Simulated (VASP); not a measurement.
# C in VASP: further runs

C is run at these levels: PBE+D3(BJ); tasks: single point.

Everything below comes from runs of VASP 6.6.1. Logs are shortened: lines on timing, memory, paths and dates and some standing lists are left out, and cuts for length are marked.

### Step 1. The cell of the first run

The cell holds a slab with vacuum, 4 atoms: a = 2.466 Å, b = 2.466 Å, c = 17.500 Å, α = 90.00°, β = 90.00°, γ = 120.00°.

### Step 2. Single point, PBE+D3(BJ)

INCAR

```
SYSTEM = C
  ALGO = Normal
  DIPOL = 0.5 0.5 0.357
  EDIFF = 1E-6
  ENCUT = 520
  GGA = PE
  IDIPOL = 3
  ISIF = 2
  ISMEAR = 0
  IVDW = 12
  LASPH = .TRUE.
  LCHARG = .FALSE.
  LDIPOL = .TRUE.
  LREAL = .FALSE.
  LWAVE = .FALSE.
  NBANDS = 16
  NELM = 100
  PREC = Accurate
  SIGMA = 0.1
```

KPOINTS

```
k-points
0
G
  15 15 1
  0 0 0
```

POSCAR

```
C
1.0
    2.4656524409      0.0000000000      0.0000000000
   -1.2328262205      2.1353176508      0.0000000000
    0.0000000000      0.0000000000     17.5000663883
C
4
Direct
    0.6666666667      0.3333333333      0.2571437784
    0.3333333333      0.6666666667      0.2571418816
    1.0000000000      0.3333333333      0.4577163429
    0.6666666667      0.6666666667      0.4577144461
```

Potentials or basis: VASP PAW PBE potentials, release 64 (C).

Run with:

```sh
$ cat potpaw_PBE.64/C/POTCAR > POTCAR
$ mpirun -np 1 vasp_std > vasp.out
```

OUTCAR:

```text
SYSTEM = C
   EDIFF = 1E-6
   ENCUT = 520
   GGA = PE
   ISIF = 2
   ISMEAR = 0
   IVDW = 12
   LASPH = .TRUE.
   LREAL = .FALSE.
   NELM = 100
   PREC = Accurate
 IVDW          = 12

 ion  position               nearest neighbor table
   1  0.667  0.333  0.257-   2 1.42   2 1.42   2 1.42
   2  0.333  0.667  0.257-   1 1.42   1 1.42   1 1.42
   3  0.000  0.333  0.458-   4 1.42   4 1.42   4 1.42
   4  0.667  0.667  0.458-   3 1.42   3 1.42   3 1.42

  LATTYP: Found a hexagonal cell.
 ALAT       =     2.4656524409
 C/A-ratio  =     7.0975398227

  Lattice vectors:

 A1 = (   2.4656524409,   0.0000000000,   0.0000000000)
 A2 = (  -1.2328262205,   2.1353176508,   0.0000000000)
 A3 = (   0.0000000000,   0.0000000000,  17.5000663883)

Analysis of symmetry for initial positions (statically):
=====================================================================
 Subroutine PRICEL returns:
 Original cell was already a primitive cell.

 Routine SETGRP: Setting up the symmetry group for a
 hexagonal supercell.

 Subroutine GETGRP returns: Found  4 space group operations
 (whereof  2 operations were pure point group operations)
 out of a pool of 24 trial point group operations.

The static configuration has the point symmetry C_1h.
 The point group associated with its full space group is C_2h.

Analysis of symmetry for dynamics (positions and initial velocities):
=====================================================================
 Subroutine PRICEL returns:
 Original cell was already a primitive cell.

 Routine SETGRP: Setting up the symmetry group for a
 hexagonal supercell.

 Subroutine GETGRP returns: Found  4 space group operations
 (whereof  2 operations were pure point group operations)
 out of a pool of 24 trial point group operations.

The dynamic configuration has the point symmetry C_1h.
 The point group associated with its full space group is C_2h.

 Subroutine INISYM returns: Found  4 space group operations
 (whereof  2 operations are pure point group operations),
 and found     1 'primitive' translations

----------------------------------------------------------------------------------------

                                     Primitive cell

  volume of cell :      92.1370

  direct lattice vectors                    reciprocal lattice vectors
     2.465652441  0.000000000  0.000000000     0.405572166  0.234157199  0.000000000
    -1.232826221  2.135317651  0.000000000     0.000000000  0.468314398  0.000000000
     0.000000000  0.000000000 17.500066388     0.000000000  0.000000000  0.057142640

  length of vectors
     2.465652441  2.465652441 17.500066388     0.468314398  0.468314398  0.057142640

  position of ions in fractional coordinates (direct lattice)
     0.666666667  0.333333333  0.257143778
     0.333333333  0.666666667  0.257141882
     0.000000000  0.333333333  0.457716343
     0.666666667  0.666666667  0.457714446

  ion indices of the primitive-cell ions
   primitive index   ion index
                 1           1
                 2           2
                 3           3
                 4           4

----------------------------------------------------------------------------------------

 KPOINTS: k-points

Automatic generation of k-mesh.
 Grid dimensions read from file:
 generate k-points for:   15   15    1

 Generating k-lattice:

  Cartesian coordinates                     Fractional coordinates (reciprocal lattice)
     0.027038144  0.015610480  0.000000000     0.066666667  0.000000000  0.000000000
     0.000000000  0.031220960  0.000000000     0.000000000  0.066666667  0.000000000
     0.000000000  0.000000000  0.057142640     0.000000000  0.000000000  1.000000000

  Length of vectors
     0.031220960  0.031220960  0.057142640

  Shift w.r.t. Gamma in fractional coordinates (k-lattice)
     0.000000000  0.000000000  0.000000000

 Subroutine IBZKPT returns following result:
 ===========================================

 Found     64 irreducible k-points:

 Following reciprocal coordinates:
            Coordinates               Weight
  0.000000  0.000000  0.000000      1.000000
  0.066667  0.000000  0.000000      4.000000
  0.000000  0.066667  0.000000      2.000000
  0.133333 -0.000000  0.000000      4.000000
  0.000000  0.133333  0.000000      2.000000
  0.200000  0.000000  0.000000      4.000000
[... 16 lines left out ...]
 -0.266667  0.200000  0.000000      4.000000
  0.266667  0.066667  0.000000      4.000000
 [... further k-points ...]
   k-points           NKPTS =     64   k-points in BZ     NKDIM =     64   number of bands    NBANDS=     16
   number of dos      NEDOS =    301   number of ions     NIONS =      4
   total plane-waves  NPLWV =  45360
   dimension x,y,z NGX =    18 NGY =   18 NGZ =  140
   dimension x,y,z NGXF=    36 NGYF=   36 NGZF=  280
   ions per type =               4
   NGX,Y,Z   is equivalent  to a cutoff of  12.14, 12.14, 13.30 a.u.
   NGXF,Y,Z  is equivalent  to a cutoff of  24.27, 24.27, 26.60 a.u.
 SYSTEM =  C
   PREC   = accura    normal or accurate (medium, high low for compatibility)
   ISTART =      0    job   : 0-new  1-cont  2-samecut
   ICHARG =      2    charge: 1-file 2-atom 10-const
   ISPIN  =      1    spin polarized calculation?
   LNONCOLLINEAR =      F non collinear calculations
   LSORBIT =      F    spin-orbit coupling
   LASPH  =      T    aspherical Exc in radial PAW
   ENCUT  =  520.0 eV  38.22 Ry    6.18 a.u.   4.58  4.58 32.54*2*pi/ulx,y,z
   NELM   =    100;   NELMIN=  2; NELMDL= -5     # of ELM steps
   EDIFF  = 0.1E-05   stopping-criterion for ELM
   LREAL  =      F    real-space projection
   EDIFFG = 0.1E-04   stopping-criterion for IOM
   NSW    =      0    number of steps for IOM
   IBRION =     -1    ionic relax: 0-MD 1-quasi-New 2-CG
   NFREE  =      0    steps in history (QN), initial steepest desc. (CG)
   ISIF   =      2    stress and relaxation
   ISYM   =      2    0-nonsym 1-usesym 2-fastsym
   POTIM  = 0.5000    time-step for ionic-motion
   TEBEG  =    0.0;   TEEND  =   0.0 temperature during run
   PSTRESS=    0.0 pullay stress
   NELECT =      16.0000    total number of electrons
   NUPDOWN=      -1.0000    fix difference up-down
   EMIN   =  10.00;   EMAX   =-10.00  energy-range for DOS
   EFERMI =   0.00;   METHOD = LEGACY
   ISMEAR =     0;   SIGMA  =   0.10  broadening in eV -4-tet -1-fermi 0-gaus
   EFERMI_NEDOS =   21; number of points for ismear=-14 and -15
   IALGO  =     38    algorithm
   IMIX   =      4    mixing-type and parameters
     AMIX     =   0.40;   BMIX     =  1.00
     AMIX_MAG =   1.60;   BMIX_MAG =  1.00
  volume/ion in A,a.u.               =      23.03       155.44
  Fermi-wavevector in a.u.,A,eV,Ry     =   0.913349  1.725980 11.350070  0.834207
  Thomas-Fermi vector in A             =   2.037850
   LORBIT       =      0    0 simple, 1 ext, 2 COOP (PROOUT), +10 PAW based schemes
   GGA     = PE    functional components
   LHFCALC =     F    Hartree Fock is set to
   AEXX    =    0.0000 exact exchange contribution
   IVDW    =    12    specifies the selected vdW correction
   LEPSILON=     F    determine dielectric tensor
   LRPA    =     F    only Hartree local field effects (RPA)
 non-spin polarized calculation
 Gauss-broadening in eV      SIGMA  =   0.10
  energy-cutoff  :      520.00
  volume of cell :       92.14
 maximum number of plane-waves:      2516
   NGX =  9   NGY =  9   NGZ = 65

 dipolmoment           0.000000      0.000000      0.000310 electrons x Angstroem

 number of electron      15.9999997 magnetization

 dipolmoment           0.000000      0.000000     -0.000131 electrons x Angstroem

 Free energy of the ion-electron system (eV)
  ---------------------------------------------------
  ext. energy  EPLUGINS =         0.00000000
  ---------------------------------------------------
  free energy    TOTEN  =       -36.88229197 eV

  energy without entropy =      -36.88217663  energy(sigma->0) =      -36.88223430

 E-fermi :  -0.8296     XC(G=0):  -4.4607

 val. band max:       -0.9772141695   @ k =   0.3333   0.3333   0.0000
 cond. band min:      -0.6821863867   @ k =   0.3333   0.3333   0.0000
 fundamental gap:      0.2950277828
 Fermi energy:        -0.8296126612

 k-point     1 :       0.0000    0.0000    0.0000
  band No.  band energies     occupation
      1     -20.3980      2.00000
      2     -20.2927      2.00000
      3      -8.8219      2.00000
      4      -8.0487      2.00000
      5      -3.8657      2.00000
      6      -3.8654      2.00000
[... 8 lines left out ...]
     15       7.4821      0.00000
     16       7.4992      0.00000

 k-point     2 :       0.0667    0.0000    0.0000
  band No.  band energies     occupation
      1     -20.2926      2.00000
      2     -20.1880      2.00000
      3      -8.6950      2.00000
      4      -7.9250      2.00000
      5      -4.2915      2.00000
      6      -4.2824      2.00000
[... 8 lines left out ...]
     15       7.5529      0.00000
     16       7.9380      0.00000

 k-point     3 :       0.0000    0.0667    0.0000
  band No.  band energies     occupation
      1     -20.2926      2.00000
      2     -20.1880      2.00000
      3      -8.6951      2.00000
      4      -7.9250      2.00000
      5      -4.2916      2.00000
      6      -4.2827      2.00000
[... 8 lines left out ...]
     15       7.5451      0.00000
     16       7.9333      0.00000
[... 362 lines left out ...]
 k-point    23 :      -0.2667    0.2000    0.0000
  band No.  band energies     occupation
      1     -19.0375      2.00000
      2     -18.9413      2.00000
      3      -7.8558      2.00000
      4      -7.8232      2.00000
      5      -7.1986      2.00000
      6      -6.4738      2.00000
[... 8 lines left out ...]
     15       7.5400      0.00000
     16       7.7700      0.00000

 k-point    24 :       0.2667    0.0667    0.0000
  band No.  band energies     occupation
      1     -18.2125      2.00000
      2     -18.1217      2.00000
      3      -9.5757      2.00000
      4      -9.5362      2.00000
      5      -6.6744      2.00000
      6      -6.6605      2.00000
[... 8 lines left out ...]
     15       7.4989      0.00000
     16       8.4154      0.00000

 [... further k-points ...]

------------------------ aborting loop because EDIFF is reached ----------------------------------------

 vacuum level on the upper side and lower side of the slab       (xc-potential included)        -0.166        -0.165

 Edisp (eV)   -0.46485

 E8    (eV) :    -0.1383

  FORCE on cell =-STRESS in cart. coord.  units (eV):
  Direction    XX          YY          ZZ          XY          YZ          ZX
  --------------------------------------------------------------------------------------
  -------------------------------------------------------------------------------------
  Total       0.13625     0.10866    -0.07421    -0.00000     0.00000     0.04040
  in kB       2.36935     1.88957    -1.29040    -0.00000     0.00000     0.70245
  external pressure =        0.99 kB  Pullay stress =        0.00 kB

 VOLUME and BASIS-vectors are now :
 -----------------------------------------------------------------------------
  energy-cutoff  :      520.00
  volume of cell :       92.14
      direct lattice vectors                 reciprocal lattice vectors
     2.465652441  0.000000000  0.000000000     0.405572166  0.234157199  0.000000000
    -1.232826221  2.135317651  0.000000000     0.000000000  0.468314398  0.000000000
     0.000000000  0.000000000 17.500066388     0.000000000  0.000000000  0.057142640

 POSITION                                       TOTAL-FORCE (eV/Angst)
 -----------------------------------------------------------------------------------
      1.23283      0.71177      4.50003        -0.005774      0.001153      0.007064
     -0.00000      1.42355      4.50000        -0.005774     -0.001153      0.007064
     -0.41094      0.71177      8.01007         0.005774      0.001153     -0.007064
      0.82188      1.42355      8.01003         0.005774     -0.001153     -0.007064
 -----------------------------------------------------------------------------------
    total drift:                                0.000005      0.000000     -0.029679

  FREE ENERGIE OF THE ION-ELECTRON SYSTEM (eV)
  ---------------------------------------------------
  free  energy   TOTEN  =       -37.3471394708 eV

  energy  without entropy=      -37.3470241252  energy(sigma->0) =      -37.34708180

 vacuum level on the upper side and lower side of the slab         3.350         3.352
```

Run time: 1.9 min. Hardware: 1 thread of Intel Xeon 6975P-C, shared host; peak memory 0.24 GiB.

Results:

```
Free energy                : -37.3471 eV
Largest force              : 0.009 eV/Å
Band gap on the k mesh     : 0.29 eV, direct
Dispersion energy per atom : -0.116 eV
```

Forces in eV/Å, atoms in the order of the input:
```
C   -0.006  0.001  0.007
C   -0.006 -0.001  0.007
C    0.006  0.001 -0.007
C    0.006 -0.001 -0.007
```

Levels at points of the mesh, in eV from the valence-band top:
```csv
k point,band 6,band 7,band 8,band 9,band 10,band 11
"(0.00, 0.00, 0.00)",-2.89,-2.88,-2.88,3.52,4.00,4.89
```

### Step 3. Single point, PBE+D3(BJ)

INCAR

```
PREC     = Accurate       # precision mode
ENCUT    = 520            # plane-wave cutoff, eV
EDIFF    = 1E-7           # SCF threshold, eV
ISMEAR   = 0              # smearing method
SIGMA    = 0.1            # smearing width, eV
LREAL    = False          # projectors in reciprocal space
LASPH    = True           # aspherical terms in the spheres
NELM     = 60             # most SCF steps
ALGO     = Normal         # electronic algorithm
ISIF     = 2              # what is computed and relaxed
LWAVE    = False          # write WAVECAR
LCHARG   = True           # write CHGCAR
LDIPOL   = True         
IDIPOL   = 3            
DIPOL    = 0.5 0.5 0.386
GGA      = PE             # functional
IVDW     = 12             # dispersion correction
LELF     = True           # ELF
LVHAR    = True         
LVACPOTAV= True         
NBANDS   = 16             # bands
```

KPOINTS

```
regular mesh
0
Gamma
  15 15 1
```

Changes to POSCAR since step 2:

```diff
@@ -10,3 +10,3 @@
     0.3333333333      0.6666666667      0.2571418816
-    1.0000000000      0.3333333333      0.4577163429
-    0.6666666667      0.6666666667      0.4577144461
+    1.0000000000      0.3333333333      0.5148589833
+    0.6666666667      0.6666666667      0.5148570865
```

Potentials or basis: VASP PAW PBE potentials, release 64 (C).

Run with:

```sh
$ cat potpaw_PBE.64/C/POTCAR > POTCAR
$ mpirun -np 1 vasp_std > vasp.out
```

OUTCAR:

```text
PREC = Accurate
   ENCUT = 520
   EDIFF = 1E-7
   ISMEAR = 0
   LREAL = False
   LASPH = True
   NELM = 60
   ISIF = 2
   GGA = PE
   IVDW = 12
 IVDW          = 12

 ion  position               nearest neighbor table
   1  0.667  0.333  0.257-   2 1.42   2 1.42   2 1.42
   2  0.333  0.667  0.257-   1 1.42   1 1.42   1 1.42
   3  0.000  0.333  0.515-   4 1.42   4 1.42   4 1.42
   4  0.667  0.667  0.515-   3 1.42   3 1.42   3 1.42

  LATTYP: Found a hexagonal cell.
 ALAT       =     2.4656524409
 C/A-ratio  =     7.0975398227

  Lattice vectors:

[... 662 lines left out ...]
  -------------------------------------------------------------------------------------
  Total       0.16521     0.16380    -0.20902    -0.00000     0.00000     0.00085
  in kB       2.87284     2.84840    -3.63474    -0.00000     0.00000     0.01478
  external pressure =        0.70 kB  Pullay stress =        0.00 kB

 VOLUME and BASIS-vectors are now :
 -----------------------------------------------------------------------------
  energy-cutoff  :      520.00
  volume of cell :       92.14
      direct lattice vectors                 reciprocal lattice vectors
     2.465652441  0.000000000  0.000000000     0.405572166  0.234157199  0.000000000
    -1.232826221  2.135317651  0.000000000     0.000000000  0.468314398  0.000000000
     0.000000000  0.000000000 17.500066388     0.000000000  0.000000000  0.057142640

 POSITION                                       TOTAL-FORCE (eV/Angst)
 -----------------------------------------------------------------------------------
      1.23283      0.71177      4.50003        -0.000110     -0.000047      0.020349
     -0.00000      1.42355      4.50000        -0.000110      0.000047      0.020349
     -0.41094      0.71177      9.01007         0.000110     -0.000047     -0.020349
      0.82188      1.42355      9.01003         0.000110      0.000047     -0.020349
 -----------------------------------------------------------------------------------
    total drift:                                0.000004      0.000000     -0.029607

  FREE ENERGIE OF THE ION-ELECTRON SYSTEM (eV)
  ---------------------------------------------------
  free  energy   TOTEN  =       -37.3013875723 eV

  energy  without entropy=      -37.2996009205  energy(sigma->0) =      -37.30049425

 vacuum level on the upper side and lower side of the slab         3.431         3.435
```

stdout:

```text
POSCAR found type information on POSCAR C
 POSCAR found :  1 types and       4 ions
 scaLAPACK will be used
 LDA part: xc-table for (Slater+PW92), standard interpolation
 POSCAR, INCAR and KPOINTS ok, starting setup
 FFT: planning ... GRIDC
 FFT: planning ... GRID_SOFT
 FFT: planning ... GRID
 WAVECAR not read
 entering main loop
 -----------------------------------------------------------------------------
|                                                                             |
|           W    W    AA    RRRRR   N    N  II  N    N   GGGG   !!!           |
|           W    W   A  A   R    R  NN   N  II  NN   N  G    G  !!!           |
|           W    W  A    A  R    R  N N  N  II  N N  N  G       !!!           |
|           W WW W  AAAAAA  RRRRR   N  N N  II  N  N N  G  GGG   !            |
|           WW  WW  A    A  R   R   N   NN  II  N   NN  G    G                |
|           W    W  A    A  R    R  N    N  II  N    N   GGGG   !!!           |
|                                                                             |
|     Did not find any points to average over, which means that no vacuum     |
|     field-free region was found. Please increase the size of  your cell     |
|     in the dimension of the dipole correction to obtain accurate            |
|     workfunction values.                                                    |
|                                                                             |
 -----------------------------------------------------------------------------
```

It took 1.9 min on 1 thread of Intel Xeon 6975P-C, shared host; peak memory 0.24 GiB.

Results:

| Item | Value |
| --- | --- |
| Free energy | -37.3014 eV |
| Largest force | 0.020 eV/Å |
| Band gap on the k mesh | 0.05 eV, direct |
| Dispersion energy per atom | -0.100 eV |

Forces on the atoms (eV/Å):
```
C    0.000  0.000  0.020
C    0.000  0.000  0.020
C    0.000  0.000 -0.020
C    0.000  0.000 -0.020
```

Levels at points of the mesh, in eV from the valence-band top:
```
           k point  band 6  band 7  band 8  band 9  band 10  band 11
(0.00, 0.00, 0.00)   -3.02   -3.02   -3.02    3.15     3.80     4.37
```
